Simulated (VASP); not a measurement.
# Ti6C in VASP: relaxation of the atoms with PBE

Aim: the relaxation of the atoms of Ti6C with PBE.

All numbers are computed with VASP 6.6.1; they aren't measurements. Logs are shortened: lines on timing, memory, paths and dates and some standing lists are left out, and cuts for length are marked.

## (1) The cell of the first run

The cell holds a slab with vacuum, 7 atoms: a = 4.604 Å, b = 4.604 Å, c = 19.997 Å, α = 90.00°, β = 90.00°, γ = 120.00°.

## (2) Relaxation of the atoms, PBE

INCAR

```
SYSTEM = Ti6C
  PREC = Accurate
  ENCUT = 520
  EDIFF = 1E-7
  ISMEAR = 0
  SIGMA = 0.1
  LREAL = .False.
  LASPH = .True.
  NELM = 100
  ALGO = Normal
  ISIF = 2
  LWAVE = .False.
  LCHARG = .False.
  LDIPOL = .True.
  IDIPOL = 3
  DIPOL = 0.5 0.5 0.329
  GGA = PE
  IBRION = 2
  NSW = 36
  EDIFFG = -0.025
```

KPOINTS

```
regular mesh
0
Gamma
  6 6 1
  0 0 0
```

POSCAR

```
Ti6C
1.0
    4.6037402166      0.0000000000      0.0000000000
   -2.3018701083      3.9869559800      0.0000000000
    0.0000000000      0.0000000000     19.9968207969
Ti C
6 1
Selective dynamics
Direct
    0.6666666667      0.3333333333      0.2000317971  F F F
    0.3333333333      0.6666666667      0.2470259940  F F F
    0.0000000000      0.0000000000      0.2940201911  F F F
    0.6666666667      0.3333333333      0.3353091166  F F F
    0.3333333333      0.6666666667      0.3717707096  F F F
    0.0000000000      0.0000000000      0.4249085834  F F F
    0.6666666667      0.3333333333      0.4289092193  F F T
```

Potentials or basis: VASP PAW PBE potentials, release 64 (Ti_sv, C).

Launch:

```bash
cat potpaw_PBE.64/Ti_sv/POTCAR potpaw_PBE.64/C/POTCAR > POTCAR
mpirun -np 1 vasp_std > vasp.out
```

OUTCAR:

```text
SYSTEM = Ti6C
   PREC = Accurate
   ENCUT = 520
   EDIFF = 1E-7
   ISMEAR = 0
   LREAL = .False.
   LASPH = .True.
   NELM = 100
   ISIF = 2
   GGA = PE
   IBRION = 2
   NSW = 36
   EDIFFG = -0.025

 ion  position               nearest neighbor table
   1  0.667  0.333  0.200-   4 2.71   2 2.82   2 2.82   2 2.82
   2  0.333  0.667  0.247-   5 2.49   1 2.82   1 2.82   1 2.82   3 2.82   3 2.82   3 2.82
   3  0.000  0.000  0.294-   6 2.62   4 2.78   4 2.78   4 2.78   2 2.82   2 2.82   2 2.82
   4  0.667  0.333  0.335-   7 1.87   1 2.71   5 2.76   5 2.76   5 2.76   3 2.78   3 2.78   3 2.78

   5  0.333  0.667  0.372-   2 2.49   4 2.76   4 2.76   4 2.76   6 2.86   6 2.86   6 2.86
   6  0.000  0.000  0.425-   3 2.62   5 2.86   5 2.86   5 2.86
   7  0.667  0.333  0.429-   4 1.87

  LATTYP: Found a hexagonal cell.
 ALAT       =     4.6037402166
 C/A-ratio  =     4.3436032131

  Lattice vectors:

 A1 = (   4.6037402166,   0.0000000000,   0.0000000000)
 A2 = (  -2.3018701083,   3.9869559800,   0.0000000000)
 A3 = (   0.0000000000,   0.0000000000,  19.9968207969)

Analysis of symmetry for initial positions (statically):
=====================================================================
 Subroutine PRICEL returns:
 Original cell was already a primitive cell.

 Routine SETGRP: Setting up the symmetry group for a
 hexagonal supercell.

 Subroutine GETGRP returns: Found  6 space group operations
 (whereof  6 operations were pure point group operations)
 out of a pool of 24 trial point group operations.

The static configuration has the point symmetry C_3v.

Analysis of symmetry for dynamics (positions and initial velocities):
=====================================================================
 Subroutine PRICEL returns:
 Original cell was already a primitive cell.

 Routine SETGRP: Setting up the symmetry group for a
 hexagonal supercell.

 Subroutine GETGRP returns: Found  6 space group operations
 (whereof  6 operations were pure point group operations)
 out of a pool of 24 trial point group operations.

The dynamic configuration has the point symmetry C_3v.

Analysis of constrained symmetry for selective dynamics:
=====================================================================
 Subroutine PRICEL returns:
 Original cell was already a primitive cell.

 Routine SETGRP: Setting up the symmetry group for a
 hexagonal supercell.

 Subroutine GETGRP returns: Found  6 space group operations
 (whereof  6 operations were pure point group operations)
 out of a pool of 24 trial point group operations.

The constrained configuration has the point symmetry C_3v.

 Subroutine INISYM returns: Found  6 space group operations
 (whereof  6 operations are pure point group operations),
 and found     1 'primitive' translations

----------------------------------------------------------------------------------------

                                     Primitive cell

  volume of cell :     367.0398

  direct lattice vectors                    reciprocal lattice vectors
     4.603740217  0.000000000  0.000000000     0.217214689  0.125408959  0.000000000
    -2.301870108  3.986955980  0.000000000     0.000000000  0.250817918  0.000000000
     0.000000000  0.000000000 19.996820797     0.000000000  0.000000000  0.050007949

  length of vectors
     4.603740217  4.603740217 19.996820797     0.250817918  0.250817918  0.050007949

  position of ions in fractional coordinates (direct lattice)
     0.666666667  0.333333333  0.200031797
     0.333333333  0.666666667  0.247025994
     0.000000000  0.000000000  0.294020191
     0.666666667  0.333333333  0.335309117
     0.333333333  0.666666667  0.371770710
     0.000000000  0.000000000  0.424908583
     0.666666667  0.333333333  0.428909219

  ion indices of the primitive-cell ions
   primitive index   ion index
                 1           1
                 2           2
                 3           3
                 4           4
                 5           5
                 6           6
                 7           7

----------------------------------------------------------------------------------------

 KPOINTS: regular mesh

Automatic generation of k-mesh.
 Grid dimensions read from file:
 generate k-points for:    6    6    1

 Generating k-lattice:

  Cartesian coordinates                     Fractional coordinates (reciprocal lattice)
     0.036202448  0.020901493  0.000000000     0.166666667  0.000000000  0.000000000
     0.000000000  0.041802986  0.000000000     0.000000000  0.166666667  0.000000000
     0.000000000  0.000000000  0.050007949     0.000000000  0.000000000  1.000000000

  Length of vectors
     0.041802986  0.041802986  0.050007949

  Shift w.r.t. Gamma in fractional coordinates (k-lattice)
     0.000000000  0.000000000  0.000000000

 Subroutine IBZKPT returns following result:
 ===========================================

 Found      7 irreducible k-points:

 Following reciprocal coordinates:
            Coordinates               Weight
  0.000000  0.000000  0.000000      1.000000
  0.166667  0.000000  0.000000      6.000000
  0.333333  0.000000  0.000000      6.000000
  0.500000  0.000000  0.000000      3.000000
  0.166667  0.166667  0.000000      6.000000
  0.333333  0.166667  0.000000     12.000000
  0.333333  0.333333  0.000000      2.000000
   k-points           NKPTS =      7   k-points in BZ     NKDIM =      7   number of bands    NBANDS=     45
   number of dos      NEDOS =    301   number of ions     NIONS =      7
   total plane-waves  NPLWV = 194400
   dimension x,y,z NGX =    36 NGY =   36 NGZ =  150
   dimension x,y,z NGXF=    72 NGYF=   72 NGZF=  300
   ions per type =               6   1
   NGX,Y,Z   is equivalent  to a cutoff of  13.00, 13.00, 12.47 a.u.
   NGXF,Y,Z  is equivalent  to a cutoff of  26.00, 26.00, 24.94 a.u.
 SYSTEM =  Ti6C
   PREC   = accura    normal or accurate (medium, high low for compatibility)
   ISTART =      0    job   : 0-new  1-cont  2-samecut
   ICHARG =      2    charge: 1-file 2-atom 10-const
   ISPIN  =      1    spin polarized calculation?
   LNONCOLLINEAR =      F non collinear calculations
   LSORBIT =      F    spin-orbit coupling
   LASPH  =      T    aspherical Exc in radial PAW
   ENCUT  =  520.0 eV  38.22 Ry    6.18 a.u.   8.56  8.56 37.18*2*pi/ulx,y,z
   NELM   =    100;   NELMIN=  2; NELMDL= -5     # of ELM steps
   EDIFF  = 0.1E-06   stopping-criterion for ELM
   LREAL  =      F    real-space projection
   EDIFFG = -.3E-01   stopping-criterion for IOM
   NSW    =     36    number of steps for IOM
   IBRION =      2    ionic relax: 0-MD 1-quasi-New 2-CG
   NFREE  =      1    steps in history (QN), initial steepest desc. (CG)
   ISIF   =      2    stress and relaxation
   ISYM   =      2    0-nonsym 1-usesym 2-fastsym
   POTIM  = 0.5000    time-step for ionic-motion
   TEBEG  =    0.0;   TEEND  =   0.0 temperature during run
   PSTRESS=    0.0 pullay stress
   NELECT =      76.0000    total number of electrons
   NUPDOWN=      -1.0000    fix difference up-down
   EMIN   =  10.00;   EMAX   =-10.00  energy-range for DOS
   EFERMI =   0.00;   METHOD = LEGACY
   ISMEAR =     0;   SIGMA  =   0.10  broadening in eV -4-tet -1-fermi 0-gaus
   EFERMI_NEDOS =   21; number of points for ismear=-14 and -15
   IALGO  =     38    algorithm
   IMIX   =      4    mixing-type and parameters
     AMIX     =   0.40;   BMIX     =  1.00
     AMIX_MAG =   1.60;   BMIX_MAG =  1.00
  volume/ion in A,a.u.               =      52.43       353.84
  Fermi-wavevector in a.u.,A,eV,Ry     =   0.968519  1.830236 12.762669  0.938030
  Thomas-Fermi vector in A             =   2.098495
   LORBIT       =      0    0 simple, 1 ext, 2 COOP (PROOUT), +10 PAW based schemes
   GGA     = PE    functional components
   LHFCALC =     F    Hartree Fock is set to
   AEXX    =    0.0000 exact exchange contribution
   IVDW    =     0    specifies the selected vdW correction
   LEPSILON=     F    determine dielectric tensor
   LRPA    =     F    only Hartree local field effects (RPA)
 conjugate gradient relaxation of ions
 non-spin polarized calculation
 Gauss-broadening in eV      SIGMA  =   0.10
  energy-cutoff  :      520.00
  volume of cell :      367.04
 maximum number of plane-waves:      9981
 NGX is ok and might be reduce to    36
   NGX = 17   NGY = 17   NGZ = 75

 dipolmoment           0.000000      0.000000     -0.033376 electrons x Angstroem

--------------------------------------- Ionic step        1  -------------------------------------------

 number of electron      75.9999981 magnetization

 Free energy of the ion-electron system (eV)
  ---------------------------------------------------
  ext. energy  EPLUGINS =         0.00000000
  ---------------------------------------------------
  free energy    TOTEN  =       -50.24052068 eV

  energy without entropy =      -50.16369771  energy(sigma->0) =      -50.20210920

 E-fermi :   0.0359     XC(G=0):  -4.4705

 val. band max:        0.0302709448   @ k =   0.0000   0.0000   0.0000
 cond. band min:       0.0460820964   @ k =   0.1667   0.1667   0.0000
 fundamental gap:      0.0158111515
 Fermi energy:         0.0359265130

 k-point     1 :       0.0000    0.0000    0.0000
  band No.  band energies     occupation
      1     -57.2179      2.00000
      2     -57.0574      2.00000
      3     -56.5360      2.00000
      4     -56.3697      2.00000
      5     -56.2021      2.00000
      6     -56.0030      2.00000
[... 404 lines left out ...]
  energy  without entropy=      -50.1897924340  energy(sigma->0) =      -50.22890628

--------------------------------------- Ionic step        3  -------------------------------------------

 number of electron      75.9999981 magnetization

 dipolmoment           0.000000      0.000000      0.075340 electrons x Angstroem

 Free energy of the ion-electron system (eV)
  ---------------------------------------------------
  ext. energy  EPLUGINS =         0.00000000
  ---------------------------------------------------
  free energy    TOTEN  =       -50.26840507 eV

  energy without entropy =      -50.18999399  energy(sigma->0) =      -50.22919953

 E-fermi :  -0.0167     XC(G=0):  -4.4693

 val. band max:       -0.0449035028   @ k =   0.0000   0.0000   0.0000
 cond. band min:      -0.0068375439   @ k =   0.1667   0.1667   0.0000
 fundamental gap:      0.0380659588
 Fermi energy:        -0.0167239346

 k-point     1 :       0.0000    0.0000    0.0000
  band No.  band energies     occupation
      1     -57.2737      2.00000
      2     -57.1090      2.00000
      3     -56.5887      2.00000
      4     -56.4205      2.00000
      5     -56.2565      2.00000
      6     -56.1140      2.00000
[... 325 lines left out ...]
     44       0.6622      0.00000
     45       1.1125      0.00000

------------------------ aborting loop because EDIFF is reached ----------------------------------------

 vacuum level on the upper side and lower side of the slab       (xc-potential included)         0.360        -0.439

  FORCE on cell =-STRESS in cart. coord.  units (eV):
  Direction    XX          YY          ZZ          XY          YZ          ZX
  --------------------------------------------------------------------------------------
  -------------------------------------------------------------------------------------
  Total       -8.6439092     -8.6439092      1.7115725      0.0000000      0.0000000     -0.0000000
  in kB      -37.7318043    -37.7318043      7.4712398      0.0000000      0.0000000     -0.0000000
  external PRESSURE =     -22.6641230 kB  Pullay stress =       0.0000000 kB

 VOLUME and BASIS-vectors are now :
 -----------------------------------------------------------------------------
  energy-cutoff  :      520.00
  volume of cell :      367.04
      direct lattice vectors                 reciprocal lattice vectors
     4.603740217  0.000000000  0.000000000     0.217214689  0.125408959  0.000000000
    -2.301870108  3.986955980  0.000000000     0.000000000  0.250817918  0.000000000
     0.000000000  0.000000000 19.996820797     0.000000000  0.000000000  0.050007949
[... 13 lines left out ...]
  FREE ENERGIE OF THE ION-ELECTRON SYSTEM (eV)
  ---------------------------------------------------
  free  energy   TOTEN  =       -50.2684050664 eV

  energy  without entropy=      -50.1899939883  energy(sigma->0) =      -50.22919953

 reached required accuracy - stopping structural energy minimisation

 vacuum level on the upper side and lower side of the slab         4.013         3.198
```

It took 12 min on 1 thread of Intel Xeon Platinum 8259CL at 2.50GHz (Skylake/Cascade Lake), shared host; peak memory 0.52 GiB.

Results:

* Free energy: -50.2684 eV
* Energy gained by relaxing: 4.0 meV/atom
* Ionic steps: 3
* Band gap on the k mesh: zero (bands 38 and 39 overlap by 0.08 eV)

Step by step:
| step | energy change (eV) | largest force on free atoms (eV/Å) | pressure (GPa) |
| --- | --- | --- | --- |
| 1 | 0.0000 | 1.0275 | -1.98 |
| 2 | -0.0275 | 0.1126 | -2.23 |
| 3 | -0.0279 | 0.0004 | -2.27 |

Final structure:
```
CELL_PARAMETERS angstrom
4.60374 0.00000 0.00000
-2.30187 3.98696 0.00000
0.00000 0.00000 19.99682
ATOMIC_POSITIONS crystal
Ti 0.66667 0.33333 0.20003
Ti 0.33333 0.66667 0.24703
Ti 0.00000 0.00000 0.29402
Ti 0.66667 0.33333 0.33531
Ti 0.33333 0.66667 0.37177
Ti 0.00000 0.00000 0.42491
C 0.66667 0.33333 0.43173
```

The gap in the log of VASP goes by the Fermi energy; the results here count the filled bands.